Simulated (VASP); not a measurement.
# Li3Fe3P (Pm-3m) in VASP: single point with PBE

Aim: the single point of Li3Fe3P with PBE.

All numbers are computed with VASP 6.6.1; they aren't measurements. Logs are shortened: lines on timing, memory, paths and dates and some standing lists are left out, and cuts for length are marked.

### Step 1. The cell of the first run

Symmetry: Pm-3m, No. 221, cubic system. The conventional cell has a = 4.645 Å, b = 4.645 Å, c = 4.645 Å, α = 90.00°, β = 90.00°, γ = 90.00°. Li (site symmetry 4/mmm) has 4 Fe at 2.32 Å and 2 P at 2.32 Å within 3.1 Å. Within 3.1 Å of Fe (site symmetry 4/mmm) lie 4 Li at 2.32 Å. P (site symmetry m-3m) has 6 Li at 2.32 Å within 3.1 Å.

The cell was built from a structure type or drawn by symmetry, and may not be a known phase.

### Step 2. Single point, PBE, collinear spin, ferromagnetic start

The input, INCAR:

```
SYSTEM = Li3Fe3P
ALGO = Fast
EDIFF = 1E-6
ENCUT = 520
GGA = PE
ISIF = 2
ISMEAR = 0
ISPIN = 2
LASPH = .TRUE.
LCHARG = .FALSE.
LMAXMIX = 4
LORBIT = 11
LREAL = .FALSE.
LWAVE = .FALSE.
MAGMOM = 0 0 0 3.11 3.11 3.11 0
NBANDS = 32
NELM = 150
PREC = Accurate
SIGMA = 0.1
```

The input, KPOINTS:

```
k-points
0
G
  8 8 8
  0 0 0
```

The input, POSCAR:

```
Li3Fe3P
1.0
    4.6446706531      0.0000000000      0.0000000000
    0.0000000000      4.6446706531      0.0000000000
    0.0000000000      0.0000000000      4.6446706531
Li Fe P
3 3 1
Direct
    0.5000000000      0.5000000000      0.0000000000
    0.0000000000      0.5000000000      0.5000000000
    0.5000000000      0.0000000000      0.5000000000
    0.5000000000      0.0000000000      0.0000000000
    0.0000000000      0.5000000000      0.0000000000
    0.0000000000      0.0000000000      0.5000000000
    0.5000000000      0.5000000000      0.5000000000
```

Potentials or basis: VASP PAW PBE potentials, release 64 (Li_sv, Fe, P).

Launch:

```sh
cat potpaw_PBE.64/Li_sv/POTCAR potpaw_PBE.64/Fe/POTCAR potpaw_PBE.64/P/POTCAR > POTCAR
mpirun -np 1 vasp_std > vasp.out
```

OUTCAR:

```text
SYSTEM = Li3Fe3P
   EDIFF = 1E-6
   ENCUT = 520
   GGA = PE
   ISIF = 2
   ISMEAR = 0
   ISPIN = 2
   LASPH = .TRUE.
   LORBIT = 11
   LREAL = .FALSE.
   NELM = 150
   PREC = Accurate

 ion  position               nearest neighbor table
   1  0.500  0.500  0.000-   4 2.32   5 2.32   7 2.32   7 2.32   4 2.32   5 2.32
   2  0.000  0.500  0.500-   5 2.32   6 2.32   7 2.32   5 2.32   6 2.32   7 2.32
   3  0.500  0.000  0.500-   4 2.32   6 2.32   7 2.32   4 2.32   7 2.32   6 2.32
   4  0.500  0.000  0.000-   1 2.32   3 2.32   3 2.32   1 2.32
   5  0.000  0.500  0.000-   1 2.32   2 2.32   2 2.32   1 2.32
   6  0.000  0.000  0.500-   2 2.32   3 2.32   2 2.32   3 2.32
   7  0.500  0.500  0.500-   1 2.32   2 2.32   3 2.32   1 2.32   3 2.32   2 2.32

  LATTYP: Found a simple cubic cell.
 ALAT       =     4.6446706531

  Lattice vectors:

 A1 = (   4.6446706531,   0.0000000000,   0.0000000000)
 A2 = (   0.0000000000,   4.6446706531,   0.0000000000)
 A3 = (   0.0000000000,   0.0000000000,   4.6446706531)

Analysis of symmetry for initial positions (statically):
=====================================================================
 Subroutine PRICEL returns:
 Original cell was already a primitive cell.

 Routine SETGRP: Setting up the symmetry group for a
 simple cubic supercell.

 Subroutine GETGRP returns: Found 48 space group operations
 (whereof 48 operations were pure point group operations)
 out of a pool of 48 trial point group operations.

The static configuration has the point symmetry O_h .

Analysis of symmetry for dynamics (positions and initial velocities):
=====================================================================
 Subroutine PRICEL returns:
 Original cell was already a primitive cell.

 Routine SETGRP: Setting up the symmetry group for a
 simple cubic supercell.

 Subroutine GETGRP returns: Found 48 space group operations
 (whereof 48 operations were pure point group operations)
 out of a pool of 48 trial point group operations.

The dynamic configuration has the point symmetry O_h .

Analysis of structural, dynamic, and magnetic symmetry:
=====================================================================
 Subroutine PRICEL returns:
 Original cell was already a primitive cell.

 Routine SETGRP: Setting up the symmetry group for a
 simple cubic supercell.

 Subroutine GETGRP returns: Found 48 space group operations
 (whereof 48 operations were pure point group operations)
 out of a pool of 48 trial point group operations.

The overall configuration has the point symmetry O_h .

 Subroutine INISYM returns: Found 48 space group operations
 (whereof 48 operations are pure point group operations),
 and found     1 'primitive' translations

----------------------------------------------------------------------------------------

                                     Primitive cell

  volume of cell :     100.1993

  direct lattice vectors                    reciprocal lattice vectors
     4.644670653  0.000000000  0.000000000     0.215300519  0.000000000  0.000000000
     0.000000000  4.644670653  0.000000000     0.000000000  0.215300519  0.000000000
     0.000000000  0.000000000  4.644670653     0.000000000  0.000000000  0.215300519

  length of vectors
     4.644670653  4.644670653  4.644670653     0.215300519  0.215300519  0.215300519

  position of ions in fractional coordinates (direct lattice)
     0.500000000  0.500000000  0.000000000
     0.000000000  0.500000000  0.500000000
     0.500000000  0.000000000  0.500000000
     0.500000000  0.000000000  0.000000000
     0.000000000  0.500000000  0.000000000
     0.000000000  0.000000000  0.500000000
     0.500000000  0.500000000  0.500000000

  ion indices of the primitive-cell ions
   primitive index   ion index
                 1           1
                 2           2
                 3           3
                 4           4
                 5           5
                 6           6
                 7           7

----------------------------------------------------------------------------------------

 KPOINTS: k-points

Automatic generation of k-mesh.
[... 50 lines left out ...]
   total plane-waves  NPLWV =  46656
   dimension x,y,z NGX =    36 NGY =   36 NGZ =   36
   dimension x,y,z NGXF=    72 NGYF=   72 NGZF=   72
   ions per type =               3   3   1
   NGX,Y,Z   is equivalent  to a cutoff of  12.89, 12.89, 12.89 a.u.
   NGXF,Y,Z  is equivalent  to a cutoff of  25.77, 25.77, 25.77 a.u.
 SYSTEM =  Li3Fe3P
   PREC   = accura    normal or accurate (medium, high low for compatibility)
   ISTART =      0    job   : 0-new  1-cont  2-samecut
   ICHARG =      2    charge: 1-file 2-atom 10-const
   ISPIN  =      2    spin polarized calculation?
   LNONCOLLINEAR =      F non collinear calculations
   LSORBIT =      F    spin-orbit coupling
   LASPH  =      T    aspherical Exc in radial PAW
   ENCUT  =  520.0 eV  38.22 Ry    6.18 a.u.   8.64  8.64  8.64*2*pi/ulx,y,z
   NELM   =    150;   NELMIN=  2; NELMDL= -5     # of ELM steps
   EDIFF  = 0.1E-05   stopping-criterion for ELM
   LREAL  =      F    real-space projection
   EDIFFG = 0.1E-04   stopping-criterion for IOM
   NSW    =      0    number of steps for IOM
   IBRION =     -1    ionic relax: 0-MD 1-quasi-New 2-CG
   NFREE  =      0    steps in history (QN), initial steepest desc. (CG)
   ISIF   =      2    stress and relaxation
   ISYM   =      2    0-nonsym 1-usesym 2-fastsym
   POTIM  = 0.5000    time-step for ionic-motion
   TEBEG  =    0.0;   TEEND  =   0.0 temperature during run
   PSTRESS=    0.0 pullay stress
   NELECT =      38.0000    total number of electrons
   NUPDOWN=      -1.0000    fix difference up-down
   EMIN   =  10.00;   EMAX   =-10.00  energy-range for DOS
   EFERMI =   0.00;   METHOD = LEGACY
   ISMEAR =     0;   SIGMA  =   0.10  broadening in eV -4-tet -1-fermi 0-gaus
   EFERMI_NEDOS =   21; number of points for ismear=-14 and -15
   IALGO  =     68    algorithm
   IMIX   =      4    mixing-type and parameters
     AMIX     =   0.40;   BMIX     =  1.00
     AMIX_MAG =   1.60;   BMIX_MAG =  1.00
  volume/ion in A,a.u.               =      14.31        96.60
  Fermi-wavevector in a.u.,A,eV,Ry     =   1.184989  2.239305 19.105297  1.404200
  Thomas-Fermi vector in A             =   2.321192
   LORBIT       =     11    0 simple, 1 ext, 2 COOP (PROOUT), +10 PAW based schemes
   GGA     = PE    functional components
   LHFCALC =     F    Hartree Fock is set to
   AEXX    =    0.0000 exact exchange contribution
   IVDW    =     0    specifies the selected vdW correction
   LEPSILON=     F    determine dielectric tensor
   LRPA    =     F    only Hartree local field effects (RPA)
 spin polarized calculation
 RMM-DIIS sequential band-by-band and
 Gauss-broadening in eV      SIGMA  =   0.10
  energy-cutoff  :      520.00
  volume of cell :      100.20
 maximum number of plane-waves:      2730
 NGX is ok and might be reduce to    36
   NGX = 17   NGY = 17   NGZ = 17

 number of electron      37.9999972 magnetization       8.5753796

 Free energy of the ion-electron system (eV)
  ---------------------------------------------------
  ext. energy  EPLUGINS =         0.00000000
  ---------------------------------------------------
  free energy    TOTEN  =       -29.43578594 eV

  energy without entropy =      -29.41093418  energy(sigma->0) =      -29.42336006

 E-fermi :   3.8686     XC(G=0): -10.1484

 val. band max:        3.8630876083   @ k =   0.2500   0.0000   0.0000
 cond. band min:       3.8708874469   @ k =   0.5000   0.1250   0.1250
 fundamental gap:      0.0077998386
 Fermi energy:         3.8685998432

 spin component 1

 k-point     1 :       0.0000    0.0000    0.0000
  band No.  band energies     occupation
      1     -41.7142      1.00000
      2     -41.7032      1.00000
      3     -41.7032      1.00000
      4      -6.6805      1.00000
      5      -0.2167      1.00000
      6       0.3781      1.00000
[... 805 lines left out ...]
     30       9.9666      0.00000
     31      10.4921      0.00000

 [... further k-points ...]

 spin component 2

 k-point     1 :       0.0000    0.0000    0.0000
  band No.  band energies     occupation
      1     -41.7415      1.00000
      2     -41.7306      1.00000
      3     -41.7306      1.00000
      4      -6.5622      1.00000
      5       0.3095      1.00000
      6       0.4389      1.00000
[... 805 lines left out ...]
     30      10.2014      0.00000
     31      11.0115      0.00000

 [... further k-points ...]

 [bands above 31 left out]

------------------------ aborting loop because EDIFF is reached ----------------------------------------

  FORCE on cell =-STRESS in cart. coord.  units (eV):
  Direction    XX          YY          ZZ          XY          YZ          ZX
  --------------------------------------------------------------------------------------
  -------------------------------------------------------------------------------------
  Total       -0.0469277     -0.0469277     -0.0469277     -0.0000000     -0.0000000      0.0000000
  in kB       -0.7503686     -0.7503686     -0.7503686     -0.0000000     -0.0000000      0.0000000
  external PRESSURE =      -0.7503686 kB  Pullay stress =       0.0000000 kB

 VOLUME and BASIS-vectors are now :
 -----------------------------------------------------------------------------
  energy-cutoff  :      520.00
  volume of cell :      100.20
      direct lattice vectors                 reciprocal lattice vectors
     4.644670653  0.000000000  0.000000000     0.215300519  0.000000000  0.000000000
     0.000000000  4.644670653  0.000000000     0.000000000  0.215300519  0.000000000
     0.000000000  0.000000000  4.644670653     0.000000000  0.000000000  0.215300519

 POSITION                                       TOTAL-FORCE (eV/Angst)
 -----------------------------------------------------------------------------------
      2.32234      2.32234      0.00000         0.000000      0.000000      0.000000
      0.00000      2.32234      2.32234         0.000000      0.000000      0.000000
      2.32234      0.00000      2.32234         0.000000      0.000000      0.000000
      2.32234      0.00000      0.00000         0.000000      0.000000      0.000000
      0.00000      2.32234      0.00000         0.000000      0.000000      0.000000
      0.00000      0.00000      2.32234         0.000000      0.000000      0.000000
      2.32234      2.32234      2.32234         0.000000      0.000000      0.000000
 -----------------------------------------------------------------------------------
    total drift:                                0.000000      0.000000     -0.000000

  FREE ENERGIE OF THE ION-ELECTRON SYSTEM (eV)
  ---------------------------------------------------
  free  energy   TOTEN  =       -29.4357859368 eV

  energy  without entropy=      -29.4109341818  energy(sigma->0) =      -29.42336006

 total charge

# of ion       s       p       d       tot
------------------------------------------
    1        2.057   0.125   0.000   2.182
    2        2.057   0.125   0.000   2.182
    3        2.057   0.125   0.000   2.182
    4        0.373   0.184   6.194   6.751
    5        0.373   0.184   6.194   6.751
    6        0.373   0.184   6.194   6.751
    7        1.079   1.380   0.000   2.460
--------------------------------------------------
tot          8.371   2.308  18.581  29.260

 magnetization (x)

# of ion       s       p       d       tot
------------------------------------------
    1       -0.003  -0.013   0.000  -0.016
    2       -0.003  -0.013   0.000  -0.016
    3       -0.003  -0.013   0.000  -0.016
    4        0.013  -0.010   2.859   2.861
    5        0.013  -0.010   2.859   2.861
    6        0.013  -0.010   2.859   2.861
    7        0.020   0.066   0.000   0.086
--------------------------------------------------
tot          0.050  -0.004   8.577   8.623
```

Wall time 4 min (1 thread of Intel Xeon Platinum 8559C (Emerald Rapids), shared host); peak memory 0.35 GiB.

Results:

| Item | Value |
| --- | --- |
| Free energy | -29.4358 eV |
| Net moment | 8.58 μB per cell |
| Site moments | Li -0.02; Fe +2.86; P +0.09 μB |
| Valence electrons inside the program's atomic spheres | Li 2.18; Fe 6.75; P 2.46 |

Levels at points of the mesh, in eV from the Fermi level:
Spin up:
| k point | band 21 | band 22 | band 23 | band 24 | band 25 | band 26 |
| --- | --- | --- | --- | --- | --- | --- |
| (0.00, 0.00, 0.00) | -1.87 | -1.87 | -1.58 | 2.36 | 2.36 | 2.78 |
| (0.50, 0.00, 0.00) | -1.47 | -1.47 | -1.30 | 0.99 | 1.21 | 1.21 |
| (0.50, 0.50, 0.00) | -1.63 | -1.63 | -0.91 | 1.80 | 1.91 | 2.01 |
| (0.50, 0.50, 0.50) | -1.81 | -1.81 | -0.59 | -0.43 | -0.43 | -0.43 |
Spin down:
| k point | band 11 | band 12 | band 13 | band 14 | band 15 | band 16 | band 17 | band 18 | band 19 | band 20 |
| --- | --- | --- | --- | --- | --- | --- | --- | --- | --- | --- |
| (0.00, 0.00, 0.00) | -0.82 | -0.82 | -0.82 | -0.19 | 0.27 | 0.62 | 0.62 | 0.63 | 0.69 | 0.69 |
| (0.50, 0.00, 0.00) | -0.63 | -0.62 | -0.56 | -0.52 | -0.52 | 0.08 | 0.08 | 0.43 | 0.49 | 0.64 |
| (0.50, 0.50, 0.00) | -0.65 | -0.64 | -0.53 | -0.53 | -0.11 | 0.11 | 0.11 | 0.45 | 0.67 | 0.87 |
| (0.50, 0.50, 0.50) | -0.86 | -0.86 | -0.86 | -0.58 | 0.18 | 0.18 | 0.18 | 0.40 | 0.69 | 0.69 |

Caveat: the cutoff is under 1.25 times the usual one of these potentials, so pressure, stress and relaxed cells hold a basis-set (Pulay) error; only a ferromagnetic start was run, and an antiferromagnetic order may lie lower in energy.
